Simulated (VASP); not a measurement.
# C (a cell with a defect) in VASP: further runs

C (a cell with a defect) is run at these levels: PBEsol; tasks: single point.

Program: VASP 6.6.1. These are calculated values, not measurements. Logs are shortened: lines on timing, memory, paths and dates and some standing lists are left out, and cuts for length are marked.

### 1 The cell of the first run

The cell holds a defect, 15 atoms: a = 5.026 Å, b = 5.026 Å, c = 5.026 Å, α = 60.00°, β = 60.00°, γ = 60.00°.

### 2 Single point, PBEsol

INCAR

```
SYSTEM = C
PREC     = Accurate       ! precision mode
ENCUT    = 520            ! plane-wave cutoff, eV
EDIFF    = 1E-6           ! SCF threshold, eV
ISMEAR   = 0              ! smearing method
SIGMA    = 0.05           ! smearing width, eV
LREAL    = Auto         
LASPH    = .True.         ! aspherical terms in the spheres
NELM     = 80             ! most SCF steps
ALGO     = Normal         ! electronic algorithm
ISIF     = 2              ! what is computed and relaxed
LWAVE    = .False.        ! write WAVECAR
LCHARG   = .True.         ! write CHGCAR
GGA      = PS             ! functional
LELF     = .True.         ! ELF
LVHAR    = .True.       
NBANDS   = 43             ! bands
```

KPOINTS

```
Automatic mesh
0
Gamma
  6 6 6
  0 0 0
```

POSCAR

```
C
1.0
    0.0000000000      3.5537981836     -3.5537981836
   -3.5537981836      0.0000000000     -3.5537981836
   -3.5537981836      3.5537981836      0.0000000000
C
15
Direct
    0.2500000000      0.7500000000      0.2500000000
    0.7500000000      0.2500000000      0.2500000000
    0.2500000000      0.2500000000      0.2500000000
    0.7500000000      0.7500000000      0.7500000000
    0.2500000000      0.7500000000      0.7500000000
    0.7500000000      0.2500000000      0.7500000000
    0.2500000000      0.2500000000      0.7500000000
    0.8750000000      0.3750000000      0.3750000000
    0.3750000000      0.3750000000      0.3750000000
    0.8750000000      0.8750000000      0.3750000000
    0.3750000000      0.8750000000      0.3750000000
    0.8750000000      0.3750000000      0.8750000000
    0.3750000000      0.3750000000      0.8750000000
    0.8750000000      0.8750000000      0.8750000000
    0.3750000000      0.8750000000      0.8750000000
```

Potentials or basis: VASP PAW PBE potentials, release 64 (C).

The run is started by

```sh
> cat potpaw_PBE.64/C/POTCAR > POTCAR
> mpirun -np 1 vasp_std > vasp.out
```

OUTCAR:

```text
SYSTEM = C
   PREC = Accurate
   ENCUT = 520
   EDIFF = 1E-6
   ISMEAR = 0
   LREAL = Auto
   LASPH = .True.
   NELM = 80
   ISIF = 2
   GGA = PS

 ion  position               nearest neighbor table
   1  0.250  0.750  0.250-  11 1.54  10 1.54   9 1.54  15 1.54
   2  0.750  0.250  0.250-   8 1.54   9 1.54  10 1.54  12 1.54
   3  0.250  0.250  0.250-   9 1.54   8 1.54  11 1.54  13 1.54
   4  0.750  0.750  0.750-  14 1.54  12 1.54  10 1.54  15 1.54
   5  0.250  0.750  0.750-  15 1.54  13 1.54  14 1.54  11 1.54
   6  0.750  0.250  0.750-  12 1.54   8 1.54  13 1.54  14 1.54
   7  0.250  0.250  0.750-  13 1.54  12 1.54   9 1.54  15 1.54
   8  0.875  0.375  0.375-   2 1.54   3 1.54   6 1.54
   9  0.375  0.375  0.375-   3 1.54   2 1.54   1 1.54   7 1.54
  10  0.875  0.875  0.375-   1 1.54   2 1.54   4 1.54
  11  0.375  0.875  0.375-   1 1.54   3 1.54   5 1.54
  12  0.875  0.375  0.875-   6 1.54   4 1.54   2 1.54   7 1.54
  13  0.375  0.375  0.875-   7 1.54   5 1.54   6 1.54   3 1.54
  14  0.875  0.875  0.875-   4 1.54   5 1.54   6 1.54
  15  0.375  0.875  0.875-   5 1.54   4 1.54   1 1.54   7 1.54

  LATTYP: Found a face centered cubic cell.
 ALAT       =     7.1075963672

  Lattice vectors:

 A1 = (   0.0000000000,   3.5537981836,  -3.5537981836)
 A2 = (  -3.5537981836,   0.0000000000,  -3.5537981836)
 A3 = (  -3.5537981836,   3.5537981836,   0.0000000000)

Analysis of symmetry for initial positions (statically):
=====================================================================
 Subroutine PRICEL returns:
 Original cell was already a primitive cell.

 Routine SETGRP: Setting up the symmetry group for a
 face centered cubic supercell.

 Subroutine GETGRP returns: Found 24 space group operations
 (whereof  4 operations were pure point group operations)
 out of a pool of 48 trial point group operations.

The static configuration has the point symmetry C_2v.
 The point group associated with its full space group is T_d .

Analysis of symmetry for dynamics (positions and initial velocities):
=====================================================================
 Subroutine PRICEL returns:
 Original cell was already a primitive cell.

 Routine SETGRP: Setting up the symmetry group for a
 face centered cubic supercell.

 Subroutine GETGRP returns: Found 24 space group operations
 (whereof  4 operations were pure point group operations)
 out of a pool of 48 trial point group operations.

The dynamic configuration has the point symmetry C_2v.
 The point group associated with its full space group is T_d .

 Subroutine INISYM returns: Found 24 space group operations
 (whereof  4 operations are pure point group operations),
 and found     1 'primitive' translations

----------------------------------------------------------------------------------------

                                     Primitive cell

  volume of cell :      89.7653

  direct lattice vectors                    reciprocal lattice vectors
     0.000000000  3.553798184 -3.553798184     0.140694540  0.140694540 -0.140694540
    -3.553798184  0.000000000 -3.553798184    -0.140694540 -0.140694540 -0.140694540
    -3.553798184  3.553798184  0.000000000    -0.140694540  0.140694540  0.140694540

  length of vectors
     5.025829589  5.025829589  5.025829589     0.243690091  0.243690091  0.243690091

  position of ions in fractional coordinates (direct lattice)
     0.250000000  0.750000000  0.250000000
     0.750000000  0.250000000  0.250000000
     0.250000000  0.250000000  0.250000000
     0.750000000  0.750000000  0.750000000
     0.250000000  0.750000000  0.750000000
     0.750000000  0.250000000  0.750000000
     0.250000000  0.250000000  0.750000000
     0.875000000  0.375000000  0.375000000
     0.375000000  0.375000000  0.375000000
     0.875000000  0.875000000  0.375000000
     0.375000000  0.875000000  0.375000000
     0.875000000  0.375000000  0.875000000
     0.375000000  0.375000000  0.875000000
     0.875000000  0.875000000  0.875000000
     0.375000000  0.875000000  0.875000000

  ion indices of the primitive-cell ions
   primitive index   ion index
                 1           1
                 2           2
                 3           3
                 4           4
                 5           5
                 6           6
                 7           7
                 8           8
                 9           9
                10          10
                11          11
                12          12
                13          13
                14          14
                15          15

----------------------------------------------------------------------------------------

 KPOINTS: Automatic mesh

Automatic generation of k-mesh.
 Grid dimensions read from file:
 generate k-points for:    6    6    6

 Generating k-lattice:

  Cartesian coordinates                     Fractional coordinates (reciprocal lattice)
     0.023449090  0.023449090 -0.023449090     0.166666667  0.000000000  0.000000000
    -0.023449090 -0.023449090 -0.023449090     0.000000000  0.166666667  0.000000000
    -0.023449090  0.023449090  0.023449090     0.000000000  0.000000000  0.166666667

  Length of vectors
     0.040615015  0.040615015  0.040615015

  Shift w.r.t. Gamma in fractional coordinates (k-lattice)
     0.000000000  0.000000000  0.000000000

 Subroutine IBZKPT returns following result:
 ===========================================

 Found     16 irreducible k-points:

 Following reciprocal coordinates:
            Coordinates               Weight
  0.000000  0.000000  0.000000      1.000000
  0.166667  0.000000  0.000000      8.000000
  0.333333  0.000000  0.000000      8.000000
  0.500000  0.000000  0.000000      4.000000
  0.166667  0.166667  0.000000      6.000000
  0.333333  0.166667  0.000000     24.000000
[... 8 lines left out ...]
 -0.333333  0.333333  0.166667     24.000000
 -0.333333  0.500000  0.166667     12.000000
   k-points           NKPTS =     16   k-points in BZ     NKDIM =     16   number of bands    NBANDS=     43
   number of dos      NEDOS =    301   number of ions     NIONS =     15
   total plane-waves  NPLWV =  64000
   dimension x,y,z NGX =    40 NGY =   40 NGZ =   40
   dimension x,y,z NGXF=    80 NGYF=   80 NGZF=   80
   ions per type =              15
   NGX,Y,Z   is equivalent  to a cutoff of  13.23, 13.23, 13.23 a.u.
   NGXF,Y,Z  is equivalent  to a cutoff of  26.46, 26.46, 26.46 a.u.
 SYSTEM =  C
   PREC   = accura    normal or accurate (medium, high low for compatibility)
   ISTART =      0    job   : 0-new  1-cont  2-samecut
   ICHARG =      2    charge: 1-file 2-atom 10-const
   ISPIN  =      1    spin polarized calculation?
   LNONCOLLINEAR =      F non collinear calculations
   LSORBIT =      F    spin-orbit coupling
   LASPH  =      T    aspherical Exc in radial PAW
   ENCUT  =  520.0 eV  38.22 Ry    6.18 a.u.   9.34  9.34  9.34*2*pi/ulx,y,z
   NELM   =     80;   NELMIN=  2; NELMDL= -5     # of ELM steps
   EDIFF  = 0.1E-05   stopping-criterion for ELM
   LREAL  =      T    real-space projection
   EDIFFG = 0.1E-04   stopping-criterion for IOM
   NSW    =      0    number of steps for IOM
   IBRION =     -1    ionic relax: 0-MD 1-quasi-New 2-CG
   NFREE  =      0    steps in history (QN), initial steepest desc. (CG)
   ISIF   =      2    stress and relaxation
   ISYM   =      2    0-nonsym 1-usesym 2-fastsym
   POTIM  = 0.5000    time-step for ionic-motion
   TEBEG  =    0.0;   TEEND  =   0.0 temperature during run
   PSTRESS=    0.0 pullay stress
   NELECT =      60.0000    total number of electrons
   NUPDOWN=      -1.0000    fix difference up-down
   EMIN   =  10.00;   EMAX   =-10.00  energy-range for DOS
   EFERMI =   0.00;   METHOD = LEGACY
   ISMEAR =     0;   SIGMA  =   0.05  broadening in eV -4-tet -1-fermi 0-gaus
   EFERMI_NEDOS =   21; number of points for ismear=-14 and -15
   IALGO  =     38    algorithm
   IMIX   =      4    mixing-type and parameters
     AMIX     =   0.40;   BMIX     =  1.00
     AMIX_MAG =   1.60;   BMIX_MAG =  1.00
  volume/ion in A,a.u.               =       5.98        40.38
  Fermi-wavevector in a.u.,A,eV,Ry     =   1.431383  2.704921 27.876392  2.048857
  Thomas-Fermi vector in A             =   2.551125
   LORBIT       =      0    0 simple, 1 ext, 2 COOP (PROOUT), +10 PAW based schemes
   GGA     = PS    functional components
   LHFCALC =     F    Hartree Fock is set to
   AEXX    =    0.0000 exact exchange contribution
   IVDW    =     0    specifies the selected vdW correction
   LEPSILON=     F    determine dielectric tensor
   LRPA    =     F    only Hartree local field effects (RPA)
 non-spin polarized calculation
 Gauss-broadening in eV      SIGMA  =   0.05
  energy-cutoff  :      520.00
  volume of cell :       89.77
 maximum number of plane-waves:      2450
 NGX is ok and might be reduce to    40
   NGX = 19   NGY = 19   NGZ = 19

 number of electron      59.9999993 magnetization

 Free energy of the ion-electron system (eV)
  ---------------------------------------------------
  ext. energy  EPLUGINS =         0.00000000
  ---------------------------------------------------
  free energy    TOTEN  =      -138.44020282 eV

  energy without entropy =     -138.43699081  energy(sigma->0) =     -138.43859682

 E-fermi :   9.9177     XC(G=0): -13.1750

 val. band max:        9.9074271303   @ k =  -0.3333   0.3333   0.1667
 cond. band min:       9.9898517062   @ k =  -0.3333   0.5000   0.1667
 fundamental gap:      0.0824245759
 Fermi energy:         9.9176964827

 k-point     1 :       0.0000    0.0000    0.0000
  band No.  band energies     occupation
      1     -12.2576      2.00000
      2      -6.7093      2.00000
      3      -6.7093      2.00000
      4      -6.7093      2.00000
      5      -5.8924      2.00000
      6      -4.4676      2.00000
[... 709 lines left out ...]
     41      18.7216      0.00000
     42      19.0097      0.00000
 [bands above 42 left out]

------------------------ aborting loop because EDIFF is reached ----------------------------------------

  FORCE on cell =-STRESS in cart. coord.  units (eV):
  Direction    XX          YY          ZZ          XY          YZ          ZX
  --------------------------------------------------------------------------------------
  -------------------------------------------------------------------------------------
  Total       -3.2501854     -3.2501854     -3.2501854      0.0000000      0.0000000      0.0000000
  in kB      -58.0110124    -58.0110124    -58.0110124      0.0000000      0.0000000      0.0000000
  external PRESSURE =     -58.0110124 kB  Pullay stress =       0.0000000 kB

 VOLUME and BASIS-vectors are now :
 -----------------------------------------------------------------------------
  energy-cutoff  :      520.00
  volume of cell :       89.77
      direct lattice vectors                 reciprocal lattice vectors
     0.000000000  3.553798184 -3.553798184     0.140694540  0.140694540 -0.140694540
    -3.553798184  0.000000000 -3.553798184    -0.140694540 -0.140694540 -0.140694540
    -3.553798184  3.553798184  0.000000000    -0.140694540  0.140694540  0.140694540

 POSITION                                       TOTAL-FORCE (eV/Angst)
 -----------------------------------------------------------------------------------
     -3.55380      1.77690     -3.55380         0.731678      0.000000     -0.000000
     -1.77690      3.55380     -3.55380        -0.000000     -0.731678     -0.000000
     -1.77690      1.77690     -1.77690        -0.000000      0.000000     -0.731678
     -5.33070      5.33070     -5.33070        -0.000000      0.000000      0.731678
     -5.33070      3.55380     -3.55380        -0.000000      0.731678     -0.000000
     -3.55380      5.33070     -3.55380        -0.731678      0.000000     -0.000000
     -3.55380      3.55380     -1.77690        -0.000000      0.000000     -0.000000
     -2.66535      4.44225     -4.44225         1.698130      1.698130      1.698130
     -2.66535      2.66535     -2.66535        -0.042464      0.042464      0.042464
     -4.44225      4.44225     -6.21915        -1.698130      1.698130     -1.698130
     -4.44225      2.66535     -4.44225        -1.698130     -1.698130      1.698130
     -4.44225      6.21915     -4.44225         0.042464      0.042464     -0.042464
     -4.44225      4.44225     -2.66535         0.042464     -0.042464      0.042464
     -6.21915      6.21915     -6.21915         1.698130     -1.698130     -1.698130
     -6.21915      4.44225     -4.44225        -0.042464     -0.042464     -0.042464
 -----------------------------------------------------------------------------------
    total drift:                               -0.000000      0.000000      0.000000

  FREE ENERGIE OF THE ION-ELECTRON SYSTEM (eV)
  ---------------------------------------------------
  free  energy   TOTEN  =      -138.4402028182 eV

  energy  without entropy=     -138.4369908122  energy(sigma->0) =     -138.43859682
```

Wall time 4.5 min (1 thread of Intel Xeon 8259CL, shared host); peak memory 0.24 GiB.

What came out:

* Free energy: -138.4402 eV
* Pressure: -5.8 GPa
* Largest force: 2.941 eV/Å
* Band gap on the k mesh: zero (bands 30 and 31 overlap by 2.07 eV)

Forces in eV/Å, atoms in the order of the input:
```
C    0.732  0.000  0.000
C    0.000 -0.732  0.000
C    0.000  0.000 -0.732
C    0.000  0.000  0.732
C    0.000  0.732  0.000
C   -0.732  0.000  0.000
C    0.000  0.000  0.000
C    1.698  1.698  1.698
C   -0.042  0.042  0.042
C   -1.698  1.698 -1.698
C   -1.698 -1.698  1.698
C    0.042  0.042 -0.042
C    0.042 -0.042  0.042
C    1.698 -1.698 -1.698
C   -0.042 -0.042 -0.042
```

Caveat: the cell differs from its parent crystal (atoms taken out, atom 10 moved 0.000 of the way to it and +0.000 Å across, host rigid); the PAW data sets were made with another functional, which shifts forces and pressure a little.

### 3 Single point, PBEsol

INCAR

```
PREC = Accurate
ENCUT = 520
EDIFF = 1E-7
ISMEAR = 0
SIGMA = 0.05
LREAL = Auto
LASPH = T
NELM = 60
ALGO = Normal
ISIF = 2
LWAVE = F
LCHARG = T
GGA = PS
LELF = T
LVHAR = T
NBANDS = 43
```

KPOINTS

```
Automatic mesh
0
Gamma
  6 6 6
```

POSCAR, as its differences from that of step 2:

```diff
@@ -17,3 +17,3 @@
     0.3750000000      0.3750000000      0.3750000000
-    0.8750000000      0.8750000000      0.3750000000
+    0.8906250000      0.8906250000      0.3906250000
     0.3750000000      0.8750000000      0.3750000000
```

Potentials or basis: VASP PAW PBE potentials, release 64 (C).

The run is started by

```sh
> cat potpaw_PBE.64/C/POTCAR > POTCAR
> mpirun -np 1 vasp_std > vasp.out
```

Run time: 9.1 min. Hardware: 1 thread of Intel Xeon 8259CL, shared host; peak memory 0.26 GiB.

It converged, with:

* Free energy: -138.7370 eV
* Pressure: -3.1 GPa
* Largest force: 2.152 eV/Å
* Band gap on the k mesh: zero (bands 30 and 31 overlap by 1.90 eV)

Forces on the atoms (eV/Å):
```
C    0.591  0.583 -0.583
C   -0.583 -0.591 -0.583
C    0.043 -0.043 -0.648
C   -0.583  0.583  0.591
C    0.043  0.648  0.043
C   -0.648 -0.043  0.043
C    0.003 -0.003  0.003
C    1.194  1.333  1.194
C   -0.045  0.045  0.249
C   -0.086  0.086 -0.086
C   -1.333 -1.194  1.194
C    0.249  0.045 -0.045
C    0.005 -0.005  0.005
C    1.194 -1.194 -1.333
C   -0.045 -0.249 -0.045
```

Stress tensor (GPa, compression positive):
```
-3.06 -2.56  2.56
-2.56 -3.06 -2.56
 2.56 -2.56 -3.06
```

Levels at points of the mesh, in eV from the Fermi level:
| k point | band 28 | band 29 | band 30 | band 31 | band 32 | band 33 |
| --- | --- | --- | --- | --- | --- | --- |
| (0.00, 0.00, 0.00) | -2.40 | -2.39 | 1.58 | 1.58 | 1.66 | 3.60 |
| (0.50, 0.00, 0.00) | -3.00 | -2.98 | -2.32 | 0.87 | 1.13 | 4.80 |
| (0.50, 0.50, 0.50) | -3.24 | -3.24 | -2.08 | 1.10 | 1.10 | 4.70 |
| (0.50, 0.50, 0.00) | -4.12 | -3.15 | -2.41 | 0.34 | 0.36 | 3.54 |

Caveat: the cell differs from its parent crystal (atoms taken out, atom 10 moved -0.125 of the way to it and +0.000 Å across, host rigid); the PAW data sets were made with another functional, which shifts forces and pressure a little.

### 4 Single point, PBEsol

INCAR

```
  PREC = Accurate
  ENCUT = 520
  EDIFF = 1E-7
  ISMEAR = 0
  SIGMA = 0.05
  LREAL = Auto
  LASPH = True
  NELM = 80
  ALGO = Normal
  ISIF = 2
  LWAVE = False
  LCHARG = False
  GGA = PS
  NBANDS = 43
```

KPOINTS is that of step 3.

POSCAR, as its differences from that of step 3:

```diff
@@ -17,3 +17,3 @@
     0.3750000000      0.3750000000      0.3750000000
-    0.8906250000      0.8906250000      0.3906250000
+    0.8593750000      0.8593750000      0.3593750000
     0.3750000000      0.8750000000      0.3750000000
```

The run is started by

```sh
> cat potpaw_PBE.64/C/POTCAR > POTCAR
> mpirun -np 1 vasp_std > vasp.out
```

Run time: 8.9 min. Hardware: 1 thread of Intel Xeon 8259CL, shared host; peak memory 0.26 GiB.

The run converged. Its results:

* Free energy: -137.6369 eV
* Pressure: -8.2 GPa
* Largest force: 5.244 eV/Å
* Band gap on the k mesh: zero (bands 30 and 31 overlap by 2.22 eV)

Forces on the atoms (eV/Å):
```
C    1.134 -0.403  0.403
C    0.403 -1.134  0.403
C   -0.055  0.055 -0.821
C    0.403 -0.403  1.134
C   -0.055  0.821 -0.055
C   -0.821  0.055 -0.055
C   -0.002  0.002 -0.002
C    2.125  2.098  2.125
C   -0.034  0.034 -0.135
C   -3.028  3.028 -3.028
C   -2.098 -2.125  2.125
C   -0.135  0.034 -0.034
C    0.073 -0.073  0.073
C    2.125 -2.125 -2.098
C   -0.034  0.135 -0.034
```

Stress tensor (GPa, compression positive):
```
-8.22  3.94 -3.94
 3.94 -8.22  3.94
-3.94  3.94 -8.22
```

Levels at points of the mesh, in eV from the Fermi level:
```
           k point  band 28  band 29  band 30  band 31  band 32  band 33
(0.00, 0.00, 0.00)    -1.77    -1.77     1.91     1.99     1.99     4.09
(0.50, 0.00, 0.00)    -2.48    -2.46    -2.28     1.20     1.28     5.27
(0.50, 0.50, 0.50)    -2.12    -2.12    -2.11     0.91     0.91     5.43
(0.50, 0.50, 0.00)    -3.60    -3.36    -2.00     0.20     0.53     4.11
```

Caveat: the cell differs from its parent crystal (atoms taken out, atom 10 moved 0.125 of the way to it and +0.000 Å across, host rigid); the PAW data sets were made with another functional, which shifts forces and pressure a little.

### 5 Overview

| cell | gap on the mesh (eV) | pressure (GPa) | largest force (eV/Å) |
| --- | --- | --- | --- |
| as given, atomic positions A | none | -5.8 | 2.94 |
| as given, atomic positions B | none | -3.1 | 2.15 |
| as given, atomic positions C | none | -8.2 | 5.24 |

Alike in all rows: task single point; level PBEsol; potentials or basis VASP PAW PBE potentials, release 64 (C); no spin polarisation; k mesh 6 × 6 × 6; cutoff (eV) 520; smearing gaussian 0.05 eV.

Caveats: the PAW data sets were made with another functional, which shifts forces and pressure a little.

Absolute energies hang on the potentials; compare differences alone.
